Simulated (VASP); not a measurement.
# C (Fd-3m) in VASP: notebook, part 2 of 2

VASP 6.6.1. The steps go on from the part before.

### 4 Single point, PBEsol

This run uses another cell than the first one, of 5.55 Å³/atom, 0.941 times its volume.

File INCAR:

```
  ALGO = Normal
  EDIFF = 1E-6
  ENCUT = 520
  GGA = PS
  ISIF = 2
  ISMEAR = -1
  LASPH = True
  LCHARG = False
  LREAL = False
  LWAVE = False
  NBANDS = 11
  NELM = 60
  PREC = Accurate
  SIGMA = 0.05
```

File KPOINTS:

```
k-points
0
Gamma
  13 13 13
```

File POSCAR:

```
C
1.0
    0.0000000000      1.7704611759      1.7704611759
    1.7704611759      0.0000000000      1.7704611759
    1.7704611759      1.7704611759      0.0000000000
C
2
Direct
    0.7500000000      0.7500000000      0.7500000000
    0.5000000000      0.5000000000      0.5000000000
```

Potentials or basis: VASP PAW PBE potentials, release 64 (C).

On the command line:

```sh
$ cat potpaw_PBE.64/C/POTCAR > POTCAR
$ mpirun -np 1 vasp_std > vasp.out
```

OUTCAR:

```text
EDIFF = 1E-6
   ENCUT = 520
   GGA = PS
   ISIF = 2
   ISMEAR = -1
   LASPH = True
   LREAL = False
   NELM = 60
   PREC = Accurate

 ion  position               nearest neighbor table
   1  0.750  0.750  0.750-   2 1.53   2 1.53   2 1.53   2 1.53
   2  0.500  0.500  0.500-   1 1.53   1 1.53   1 1.53   1 1.53

  LATTYP: Found a face centered cubic cell.
 ALAT       =     3.5409223518

  Lattice vectors:

 A1 = (   0.0000000000,   1.7704611759,   1.7704611759)
 A2 = (   1.7704611759,   0.0000000000,   1.7704611759)
 A3 = (   1.7704611759,   1.7704611759,   0.0000000000)

Analysis of symmetry for initial positions (statically):
=====================================================================
 Subroutine PRICEL returns:
 Original cell was already a primitive cell.

 Routine SETGRP: Setting up the symmetry group for a
 face centered cubic supercell.

 Subroutine GETGRP returns: Found 48 space group operations
 (whereof 24 operations were pure point group operations)
 out of a pool of 48 trial point group operations.

The static configuration has the point symmetry T_d .
 The point group associated with its full space group is O_h .

Analysis of symmetry for dynamics (positions and initial velocities):
=====================================================================
 Subroutine PRICEL returns:
 Original cell was already a primitive cell.

 Routine SETGRP: Setting up the symmetry group for a
 face centered cubic supercell.

 Subroutine GETGRP returns: Found 48 space group operations
 (whereof 24 operations were pure point group operations)
 out of a pool of 48 trial point group operations.

The dynamic configuration has the point symmetry T_d .
 The point group associated with its full space group is O_h .

 Subroutine INISYM returns: Found 48 space group operations
 (whereof 24 operations are pure point group operations),
 and found     1 'primitive' translations

[... 115 lines left out ...]
  volume/ion in A,a.u.               =       5.55        37.45
  Fermi-wavevector in a.u.,A,eV,Ry     =   1.467828  2.773792 29.314000  2.154518
  Thomas-Fermi vector in A             =   2.583399
   LORBIT       =      0    0 simple, 1 ext, 2 COOP (PROOUT), +10 PAW based schemes
   GGA     = PS    functional components
   LHFCALC =     F    Hartree Fock is set to
   AEXX    =    0.0000 exact exchange contribution
   IVDW    =     0    specifies the selected vdW correction
   LEPSILON=     F    determine dielectric tensor
   LRPA    =     F    only Hartree local field effects (RPA)
 non-spin polarized calculation
  energy-cutoff  :      520.00
  volume of cell :       11.10
 maximum number of plane-waves:       307
   NGX =  9   NGY =  9   NGZ =  9

 number of electron       7.9999999 magnetization

 Free energy of the ion-electron system (eV)
  ---------------------------------------------------
  ext. energy  EPLUGINS =         0.00000000
  ---------------------------------------------------
  free energy    TOTEN  =       -19.24680430 eV

  energy without entropy =      -19.24680430  energy(sigma->0) =      -19.24680430

 E-fermi :  10.8952     XC(G=0): -13.5407

 val. band max:       10.0271979909   @ k =   0.0000   0.0000   0.0000
 cond. band min:      14.0871234461   @ k =   0.3846   0.3846   0.0000
 fundamental gap:      4.0599254552
 Fermi energy:        10.8951968745

 k-point     1 :       0.0000    0.0000    0.0000
  band No.  band energies     occupation
      1     -11.7900      2.00000
      2      10.0272      2.00000
      3      10.0272      2.00000
      4      10.0272      2.00000
      5      15.6263      0.00000
      6      15.6263      0.00000
      7      15.6263      0.00000
      8      23.8959      0.00000
      9      29.2678      0.00000
     10      36.7375      0.00000
     11      36.7376      0.00000
[... 309 lines left out ...]
 k-point    24 :       0.4615    0.1538    0.0000
  band No.  band energies     occupation
      1      -6.6662      2.00000
      2      -1.4415      2.00000
      3       5.5082      2.00000
      4       6.0177      2.00000
      5      17.0864      0.00000
      6      20.7050      0.00000
      7      21.1743      0.00000
      8      24.0219      0.00000
      9      30.6729      0.00000
     10      33.5903      0.00000
     11      37.2497      0.00000

 [... further k-points ...]
[... 5 lines left out ...]
  --------------------------------------------------------------------------------------
  -------------------------------------------------------------------------------------
  Total        0.4266578      0.4266578      0.4266578      0.0000000     -0.0000000      0.0000000
  in kB       61.5887002     61.5887002     61.5887002      0.0000000     -0.0000000      0.0000000
  external PRESSURE =      61.5887002 kB  Pullay stress =       0.0000000 kB

 VOLUME and BASIS-vectors are now :
 -----------------------------------------------------------------------------
  energy-cutoff  :      520.00
  volume of cell :       11.10
      direct lattice vectors                 reciprocal lattice vectors
     0.000000000  1.770461176  1.770461176    -0.282412293  0.282412293  0.282412293
     1.770461176  0.000000000  1.770461176     0.282412293 -0.282412293  0.282412293
     1.770461176  1.770461176  0.000000000     0.282412293  0.282412293 -0.282412293

 POSITION                                       TOTAL-FORCE (eV/Angst)
 -----------------------------------------------------------------------------------
      2.65569      2.65569      2.65569        -0.000000     -0.000000     -0.000000
      1.77046      1.77046      1.77046         0.000000      0.000000      0.000000
 -----------------------------------------------------------------------------------
    total drift:                                0.000000     -0.000000      0.000000

  FREE ENERGIE OF THE ION-ELECTRON SYSTEM (eV)
  ---------------------------------------------------
  free  energy   TOTEN  =       -19.2468042959 eV

  energy  without entropy=      -19.2468042959  energy(sigma->0) =      -19.24680430
```

OSZICAR:

```text
N       E                     dE             d eps       ncg     rms          rms(c)
DAV:   1     0.347976117765E+00    0.34798E+00   -0.47198E+03  1907   0.703E+02
DAV:   2    -0.195884980395E+02   -0.19936E+02   -0.19253E+02  2415   0.128E+02
DAV:   3    -0.199528729089E+02   -0.36437E+00   -0.36345E+00  2190   0.134E+01
DAV:   4    -0.199534724674E+02   -0.59956E-03   -0.59955E-03  1990   0.656E-01
DAV:   5    -0.199534730829E+02   -0.61552E-06   -0.61544E-06  2142   0.202E-02    0.575E+00
DAV:   6    -0.194286620190E+02    0.52481E+00   -0.27000E-01  1899   0.361E+00    0.339E+00
DAV:   7    -0.192461804917E+02    0.18248E+00   -0.32324E-01  2025   0.399E+00    0.722E-01
DAV:   8    -0.192467786136E+02   -0.59812E-03   -0.77891E-03  1944   0.696E-01    0.296E-02
DAV:   9    -0.192467961950E+02   -0.17581E-04   -0.14585E-05  2226   0.347E-02    0.218E-02
DAV:  10    -0.192468044431E+02   -0.82481E-05   -0.34103E-06  2004   0.162E-02    0.449E-03
DAV:  11    -0.192468042959E+02    0.14720E-06   -0.89567E-08  1121   0.263E-03
   1 F= -.19246804E+02 E0= -.19246804E+02  d E =-.753881E-10
```

stdout:

```text
POSCAR found type information on POSCAR C
 POSCAR found :  1 types and       2 ions
 scaLAPACK will be used
 -----------------------------------------------------------------------------
|                                                                             |
|                                                                             |
|     You enforced a specific xc type in the INCAR file but a different       |
|     I HOPE YOU KNOW WHAT YOU ARE DOING!                                     |
|                                                                             |
 -----------------------------------------------------------------------------

 LDA part: xc-table for (Slater+PW92), standard interpolation
 POSCAR, INCAR and KPOINTS ok, starting setup
 FFT: planning ... GRIDC
 FFT: planning ... GRID_SOFT
 FFT: planning ... GRID
 WAVECAR not read
 entering main loop
```

Run time: 5.2 s. Hardware: 1 thread of AMD EPYC 9R45 (Zen 5), shared host; peak memory 0.09 GiB.

What came out:

| Property | Result |
| --- | --- |
| Free energy | -19.2468 eV |
| Pressure | 6.2 GPa |
| Band gap on the k mesh | 4.06 eV, indirect (least direct gap 5.60 eV) |

Levels at points of the mesh, in eV from the valence-band top:
```
           k point  band 1  band 2  band 3  band 4  band 5  band 6  band 7  band 8
(0.00, 0.00, 0.00)  -21.82    0.00    0.00    0.00    5.60    5.60    5.60   13.87
```

Caveat: the PAW data sets were made with another functional, which shifts forces and pressure a little.

### 5 The runs side by side

```csv
level,cell,gap on the mesh (eV),pressure (GPa)
r2SCAN,"a = 2.555 Å, angles 60.0°, 2 atoms",4.25,-17.6
r2SCAN,"a = 2.572 Å, angles 60.0°, 2 atoms",4.21,-24.6
PBEsol,"a = 2.504 Å, angles 60.0°, 2 atoms",4.06,6.2
```

Alike in all rows: task single point; potentials or basis VASP PAW PBE potentials, release 64 (C); no spin polarisation; k mesh 13 × 13 × 13; cutoff (eV) 520; smearing fermi-dirac 0.05 eV.

Caveats: the PAW data sets were made with another functional, which shifts forces and pressure a little.

Total energies depend on the potentials used, so only differences within one code and one set of settings carry meaning.
